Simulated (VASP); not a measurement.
# Zn7O8 (a cell with a defect) in VASP: single point with PBE

Aim: the single point of Zn7O8 (a cell with a defect) with PBE.

Everything below comes from runs of VASP 6.6.1. Logs are shortened: lines on timing, memory, paths and dates and some standing lists are left out, and cuts for length are marked.

### Step 1. The cell of the first run

The cell holds a defect, 15 atoms: a = 5.293 Å, b = 6.559 Å, c = 6.559 Å, α = 120.00°, β = 90.00°, γ = 90.00°.

### Step 2. Single point, PBE, collinear spin (atoms taken out, then relaxed in part)

Input file INCAR:

```
SYSTEM = Zn7O8
  ALGO = Normal
  EDIFF = 1E-7
  ENCUT = 520
  GGA = PE
  ISIF = 2
  ISMEAR = 0
  ISPIN = 2
  LASPH = .True.
  LCHARG = .True.
  LELF = .True.
  LORBIT = 11
  LREAL = Auto
  LVHAR = .True.
  LWAVE = .False.
  MAGMOM = 0 0 0 0 0 0 0 0.5 0.5 0.5 0 0.5 0 0 0
  NBANDS = 83
  NELECT = 134.0
  NELM = 150
  PREC = Accurate
  SIGMA = 0.01
```

Input file KPOINTS:

```
k-points
0
Gamma
  3 3 3
  0 0 0
```

Input file POSCAR:

```
Zn7O8
1.0
    0.0000000000      0.0000000000     -5.2932739833
    3.2794860218     -5.6802364126      0.0000000000
   -6.5589720437      0.0000000000      0.0000000000
Zn O
7 8
Direct
    0.5060538892      0.6597077551      0.3240382628
    0.5060976739      0.1716026877      0.8360581022
    0.5060521236      0.6595353083      0.8358406399
   -0.0084663816      0.3249519596      0.1708297808
   -0.0085383431      0.8412864066      0.1707576253
   -0.0084810030      0.3248534219      0.6544176986
    0.0018374486      0.8303575545      0.6653410715
    0.6275516716      0.3388334650      0.1569094628
    0.6275250358      0.8132397538      0.1567194987
    0.6275428188      0.3386894632      0.6822527781
    0.6222399882      0.8302997078      0.6653183872
    0.1046113255      0.1636797691      0.3319905931
    0.1234114898      0.6646938607      0.3339454959
    0.1234309339      0.1617419652      0.8310583261
    0.1234030381      0.6646080366      0.8309859934
```

Potentials or basis: VASP PAW PBE potentials, release 64 (Zn, O).

Run with:

```
$ cat potpaw_PBE.64/Zn/POTCAR potpaw_PBE.64/O/POTCAR > POTCAR
$ mpirun -np 1 vasp_std > vasp.out
```

OUTCAR:

```text
SYSTEM = Zn7O8
   EDIFF = 1E-7
   ENCUT = 520
   GGA = PE
   ISIF = 2
   ISMEAR = 0
   ISPIN = 2
   LASPH = .True.
   LORBIT = 11
   LREAL = Auto
   NELECT = 134.0
   NELM = 150
   PREC = Accurate

 ion  position               nearest neighbor table
   1  0.506  0.660  0.324-   9 1.93   8 1.93  13 2.03  11 2.03
   2  0.506  0.172  0.836-   8 1.93  10 1.93  14 2.03  11 2.03
   3  0.506  0.660  0.836-  10 1.93   9 1.93  15 2.03  11 2.03
   4  0.992  0.325  0.171-  12 1.93   8 1.93  13 2.05  14 2.05
   5  0.991  0.841  0.171-  12 1.93   9 1.93  15 2.05  13 2.05
   6  0.992  0.325  0.654-  12 1.93  10 1.93  15 2.05  14 2.05
   7  0.002  0.830  0.665-  14 1.99  15 1.99  13 1.99  11 2.01
   8  0.628  0.339  0.157-   2 1.93   4 1.93   1 1.93
   9  0.628  0.813  0.157-   5 1.93   1 1.93   3 1.93
  10  0.628  0.339  0.682-   6 1.93   3 1.93   2 1.93
  11  0.622  0.830  0.665-   7 2.01   1 2.03   3 2.03   2 2.03
  12  0.105  0.164  0.332-   5 1.93   6 1.93   4 1.93
  13  0.123  0.665  0.334-   7 1.99   1 2.03   4 2.05   5 2.05
  14  0.123  0.162  0.831-   7 1.99   2 2.03   6 2.05   4 2.05
  15  0.123  0.665  0.831-   7 1.99   3 2.03   6 2.05   5 2.05

  LATTYP: Found a hexagonal cell.
 ALAT       =     6.5589720437
 C/A-ratio  =     0.8070279837

  Lattice vectors:

 A1 = (   3.2794860218,  -5.6802364126,   0.0000000000)
 A2 = (  -6.5589720437,   0.0000000000,   0.0000000000)
 A3 = (   0.0000000000,   0.0000000000,  -5.2932739833)

Analysis of symmetry for initial positions (statically):
=====================================================================
 Subroutine PRICEL returns:
 Original cell was already a primitive cell.

 Routine SETGRP: Setting up the symmetry group for a
 hexagonal supercell.

 Subroutine GETGRP returns: Found  1 space group operations
 (whereof  1 operations were pure point group operations)
 out of a pool of 24 trial point group operations.

The static configuration has the point symmetry C_1 .

Analysis of symmetry for dynamics (positions and initial velocities):
=====================================================================
 Subroutine PRICEL returns:
 Original cell was already a primitive cell.

 Routine SETGRP: Setting up the symmetry group for a
 hexagonal supercell.

 Subroutine GETGRP returns: Found  1 space group operations
 (whereof  1 operations were pure point group operations)
[... 1338 lines left out ...]
 Fermi energy:         0.8822326761

 spin component 2

 k-point     1 :       0.0000    0.0000    0.0000
  band No.  band energies     occupation
      1     -17.5128      1.00000
      2     -16.9843      1.00000
      3     -16.9802      1.00000
      4     -16.9801      1.00000
      5     -16.3135      1.00000
      6     -16.1059      1.00000
[... 1137 lines left out ...]
     78       9.0056      0.00000
     79       9.2684      0.00000
 [bands above 79 left out]

------------------------ aborting loop because EDIFF is reached ----------------------------------------

  FORCE on cell =-STRESS in cart. coord.  units (eV):
  Direction    XX          YY          ZZ          XY          YZ          ZX
  --------------------------------------------------------------------------------------
  -------------------------------------------------------------------------------------
  Total       13.7228890     13.7306978     13.4841156     -0.0007330      0.0016623     -0.0018980
  in kB      111.4883701    111.5518109    109.5485122     -0.0059547      0.0135052     -0.0154202
  external PRESSURE =     110.8628977 kB  Pullay stress =       0.0000000 kB

 VOLUME and BASIS-vectors are now :
 -----------------------------------------------------------------------------
  energy-cutoff  :      520.00
  volume of cell :      197.21
      direct lattice vectors                 reciprocal lattice vectors
     0.000000000  0.000000000 -5.293273983     0.000000000  0.000000000 -0.188918995
     3.279486022 -5.680236413  0.000000000     0.000000000 -0.176049011  0.000000000
    -6.558972044  0.000000000  0.000000000    -0.152462915 -0.088024505  0.000000000

 POSITION                                       TOTAL-FORCE (eV/Angst)
 -----------------------------------------------------------------------------------
      0.03814     -3.74730     -2.67868        -0.032247     -0.018430      0.023602
     -4.92091     -0.97474     -2.67891         0.000857      0.035560      0.024450
     -3.31932     -3.74632     -2.67867         0.031953     -0.019502      0.023861
     -0.05479     -1.84580     -5.24846         0.021926     -0.012786     -0.025596
      1.63899     -4.77871     -5.24808        -0.000274      0.024301     -0.026678
     -3.22696     -1.84524     -5.24838        -0.021408     -0.013164     -0.025978
     -1.64081     -4.71663     -0.00973         0.000152     -0.001364      0.006000
      0.08203     -1.92465     -3.32180        -0.056119      0.032159      0.026360
      1.63909     -4.61939     -3.32166         0.001037     -0.066158      0.026116
     -3.36415     -1.92384     -3.32176         0.055828      0.031503      0.025617
     -1.64085     -4.71630     -3.29369        -0.000514      0.001649      0.018787
     -1.64073     -0.92974     -0.55374        -0.000565      0.002687     -0.087036
     -0.01048     -3.77562     -0.65325         0.016702      0.012613     -0.002177
     -4.92046     -0.91873     -0.65335        -0.000260     -0.021037     -0.003905
     -3.27084     -3.77513     -0.65321        -0.017068      0.011969     -0.003421
 -----------------------------------------------------------------------------------
    total drift:                                0.000478      0.012306      0.013112

  FREE ENERGIE OF THE ION-ELECTRON SYSTEM (eV)
  ---------------------------------------------------
  free  energy   TOTEN  =       -64.3911624848 eV

  energy  without entropy=      -64.3911624848  energy(sigma->0) =      -64.39116248

 total charge

# of ion       s       p       d       tot
------------------------------------------
    1        0.481   0.508   9.912  10.901
    2        0.481   0.508   9.912  10.901
    3        0.481   0.508   9.912  10.901
    4        0.480   0.498   9.907  10.885
    5        0.480   0.498   9.907  10.885
    6        0.480   0.498   9.907  10.885
    7        0.474   0.491   9.905  10.870
    8        1.555   3.463   0.000   5.017
    9        1.555   3.463   0.000   5.017
   10        1.555   3.463   0.000   5.017
   11        1.553   3.456   0.000   5.009
   12        1.553   3.462   0.000   5.016
   13        1.554   3.455   0.000   5.009
   14        1.554   3.455   0.000   5.009
   15        1.554   3.455   0.000   5.009
--------------------------------------------------
tot         15.789  31.179  69.362 116.330

 magnetization (x)

# of ion       s       p       d       tot
------------------------------------------
    1        0.000  -0.000  -0.000  -0.000
    2        0.000  -0.000  -0.000  -0.000
    3        0.000  -0.000  -0.000  -0.000
    4       -0.000  -0.000  -0.000  -0.000
    5       -0.000  -0.000  -0.000  -0.000
    6       -0.000  -0.000  -0.000  -0.000
    7       -0.000   0.000  -0.000  -0.000
    8        0.000   0.000   0.000   0.000
    9        0.000   0.000   0.000   0.000
   10        0.000   0.000   0.000   0.000
   11        0.000  -0.000   0.000  -0.000
   12       -0.000   0.000   0.000   0.000
   13        0.000   0.000   0.000   0.000
   14        0.000   0.000   0.000   0.000
   15        0.000   0.000   0.000   0.000
--------------------------------------------------
tot          0.000   0.000  -0.000   0.000
```

stdout:

```text
POSCAR found type information on POSCAR ZnO
 POSCAR found :  2 types and      15 ions
 scaLAPACK will be used
 LDA part: xc-table for (Slater+PW92), standard interpolation
 POSCAR, INCAR and KPOINTS ok, starting setup
 FFT: planning ... GRIDC
 FFT: planning ... GRID_SOFT
 FFT: planning ... GRID
 WAVECAR not read
 entering main loop
 the old and the new charge density differ
 old charge density:   132.00000 new  134.00000
    0.302E+01
```

Run time: 30 min. Hardware: 1 thread of Intel Xeon 8259CL, shared host; peak memory 0.56 GiB.

What came out:

* Free energy: -64.3912 eV
* Largest force: 0.087 eV/Å
* Net moment: 0.00 μB per cell
* Valence electrons inside the program's atomic spheres: Zn 10.90, 10.88, 10.87 (each value once); O 5.02, 5.01 (each value once)

Forces on the atoms (eV/Å):
```
Zn  -0.032 -0.018  0.024
Zn   0.001  0.036  0.024
Zn   0.032 -0.020  0.024
Zn   0.022 -0.013 -0.026
Zn   0.000  0.024 -0.027
Zn  -0.021 -0.013 -0.026
Zn   0.000 -0.001  0.006
O   -0.056  0.032  0.026
O    0.001 -0.066  0.026
O    0.056  0.032  0.026
O   -0.001  0.002  0.019
O   -0.001  0.003 -0.087
O    0.017  0.013 -0.002
O    0.000 -0.021 -0.004
O   -0.017  0.012 -0.003
```

Levels at points of the mesh, in eV from the Fermi level:
Spin up:
```csv
k point,band 65,band 66,band 67,band 68,band 69,band 70
"(0.00, 0.00, 0.00)",-0.35,-0.12,-0.12,0.53,4.68,5.19
```
Spin down:
```
           k point  band 64  band 65  band 66  band 67  band 68  band 69  band 70  band 71
(0.00, 0.00, 0.00)    -0.99    -0.35    -0.12    -0.12     0.53     4.68     5.19     5.19
```

Caveat: the cell carries a net charge on a neutralising background, which shifts energy and pressure; the cell differs from its parent crystal (atoms taken out, then relaxed in part); the cell is charged against a uniform background, so pressure and absolute levels hang on convention.
